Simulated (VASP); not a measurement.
Crystal: C.

```
C
1.0
     2.64790    0.00000    0.00000
    -1.32395    2.29315    0.00000
     0.00000    0.00000    9.34064
C
10
Cartesian
  0.0000 1.5288 5.4085
  1.3239 0.7644 0.7382
  0.0000 0.0000 7.0055
  0.0000 1.5288 8.6025
  0.0000 0.0000 2.3352
  1.3239 0.7644 3.9322
  0.0000 1.5288 7.0055
  0.0000 0.0000 4.6703
  1.3239 0.7644 2.3352
  0.0000 0.0000 0.0000
```

```yaml
Program: VASP 6.6.1
Task: relaxation of cell and atoms
Functional: PBE
Potentials_or_basis: VASP PAW PBE potentials, release 64 (C_h)
Cutoff: 1300 eV
k_mesh: 6 × 6 × 2
Occupations: gaussian, width 0.1 eV
Spin: no spin polarisation
```

At the start: pressure 45.5 GPa; volume 5.67 Å³/atom.

Task: How do energy, volume and symmetry change on relaxing?

Result: Over 15 steps the energy falls by 842.2 meV/atom and the volume is 7.93 Å³/atom (+39.8 %); space group P6_3/mmc (No. 194, to 0.1 Å) before and after.

Step by step:
| step | energy change (eV) | largest force (eV/Å) | pressure (GPa) | volume (Å³) |
| --- | --- | --- | --- | --- |
| 1 | 0.0000 | 0.4950 | 45.54 | 56.72 |
| 2 | -5.9177 | 2.2364 | -18.25 | 69.75 |
| 3 | -5.9860 | 2.5772 | -20.49 | 71.03 |
| 4 | -7.2785 | 0.3880 | 33.38 | 64.83 |
| 5 | -7.4524 | 0.6003 | 18.51 | 66.21 |
| 6 | -8.0566 | 0.5362 | 17.72 | 70.71 |
| 7 | -8.1256 | 1.0713 | 18.55 | 72.91 |
| 8 | -7.9414 | 1.2614 | -19.38 | 85.95 |
| 9 | -8.4130 | 0.0562 | -0.76 | 78.37 |
| 10 | -8.4131 | 0.0356 | -0.42 | 78.25 |
| 11 | -8.4190 | 0.1501 | -0.08 | 78.56 |
| 12 | -8.4193 | 0.1747 | -0.01 | 78.63 |
| 13 | -8.4219 | 0.0251 | 0.88 | 78.80 |
| 14 | -8.4219 | 0.0047 | 0.79 | 78.78 |
| 15 | -8.4223 | 0.0301 | -0.43 | 79.29 |

Final structure:
```
C
1.0
     2.52320    0.00000    0.00000
    -1.26160    2.18515    0.00000
     0.00000    0.00000   14.38029
C
10
Cartesian
  0.0000 1.4568 7.9971
  1.2616 0.7284 0.8070
  0.0000 0.0000 10.7852
  0.0000 1.4568 13.5733
  0.0000 0.0000 3.5951
  1.2616 0.7284 6.3832
  0.0000 1.4568 10.7852
  -1.2616 2.1852 7.1901
  1.2616 0.7284 3.5951
  -1.2616 2.1852 0.0000
```

Caveat: the k points lie up to 0.48 Å⁻¹ apart in the final cell, too coarse for converged energies and pressures of a metal; the volume moved by over 15 % at a fixed basis, so the end points are rough.
